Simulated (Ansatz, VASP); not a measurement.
# MgSe: VASP beside Ansatz

File INCAR:

```
SYSTEM = MgSe
PREC = Accurate
ENCUT = 600
EDIFF = 1E-6
ISMEAR = -1
SIGMA = 0.02
LREAL = .False.
LASPH = .True.
NELM = 120
ALGO = Normal
ISIF = 2
LWAVE = .False.
LCHARG = .True.
GGA = PE
LELF = .True.
LVHAR = .True.
NBANDS = 11
GGA_COMPAT = .False.
```

File KPOINTS:

```
Automatic mesh
0
Gamma
  8 8 8
  0 0 0
```

POSCAR

```
MgSe
1.0
    0.0000000000      2.7613659551      2.7613659551
    2.7613659551      0.0000000000      2.7613659551
    2.7613659551      2.7613659551      0.0000000000
Mg Se
1 1
Direct
    0.0000000000      0.0000000000      0.0000000000
    0.5000000000      0.5000000000      0.5000000000
```

Input for Ansatz:

```yaml
crystal:
  lattice:
    - [0.0, 2.7613659551, 2.7613659551]
    - [2.7613659551, 0.0, 2.7613659551]
    - [2.7613659551, 2.7613659551, 0.0]
  atoms:
    - { symbol: Mg, position: [0.0, 0.0, 0.0] }
    - { symbol: Se, position: [0.5, 0.5, 0.5] }
kpoints:
  mp_grid: { grid: [8, 8, 8] }
scf:
  occupations: { method: fermi_dirac, width: 0.02 }
hamiltonian:
  xc: pbe
  pseudopotentials: { kind: all_electron, lapw: { basis_error: 0.001 } }
output:
  forces: true
  stress: true
  eigenvalues: true
```

Change from the starting cell: volume scaled by 1.04.

Alike in both runs: task single point; functional PBE; k mesh 8 × 8 × 8; occupations fermi-dirac, width 0.02 eV; no spin polarisation.

|  | VASP | Ansatz |
| --- | --- | --- |
| version | VASP 6.6.1 | Ansatz 0.2.0 |
| potentials or method | VASP PAW PBE potentials, release 64 (Mg, Se), cutoff 600 eV | all-electron LAPW, scalar-relativistic |

Ansatz gave:

| Quantity | Value |
| --- | --- |
| gap on the k mesh at the Fermi level (eV) | 1.75 |
| pressure (GPa) | -0.5 |

Estimate VASP's values.

gap on the k mesh at the Fermi level (eV): 1.74; pressure (GPa): -0.6.

Ansatz ran all-electron here, and VASP with PAW potentials.
